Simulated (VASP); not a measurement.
A run of VASP 6.6.1 is set up as follows.

Contents of INCAR:

```
PREC = Accurate
ENCUT = 600
EDIFF = 1E-6
ISMEAR = -1
SIGMA = 0.05
LREAL = F
LASPH = T
NELM = 200
ALGO = Normal
ISIF = 2
LWAVE = F
LCHARG = T
ISPIN = 2
MAGMOM = 0.06 0.06
LORBIT = 11
LMAXMIX = 4
GGA = PE
LELF = T
LVHAR = T
NBANDS = 21
ISYM = 0
GGA_COMPAT = F
```

The input KPOINTS:

```
regular mesh
0
Gamma
  8 11 13
```

The input POSCAR:

```
Ni
1.0
   -1.7721000000     -1.7721000000     -3.5442000000
    1.7721000000     -1.7721000000      0.0000000000
   -1.7721000000     -1.7721000000      0.0000000000
Ni
2
Direct
    0.0000000000      0.0000000000      0.0000000000
    0.5000000000      0.5000000000      0.0000000000
```

Potentials or basis: VASP PAW PBE potentials, release 64 (Ni).

The run is started by

```console
$ cat potpaw_PBE.64/Ni/POTCAR > POTCAR
$ mpirun -np 1 vasp_std > vasp.out
```

(1) What does it give for the pressure?

(2) What does it give for the net moment?

(3) Estimate the site moments.

Results:

(1) -4.2 GPa.

(2) 1.25 μB per cell.

(3) Ni +0.64 μB.
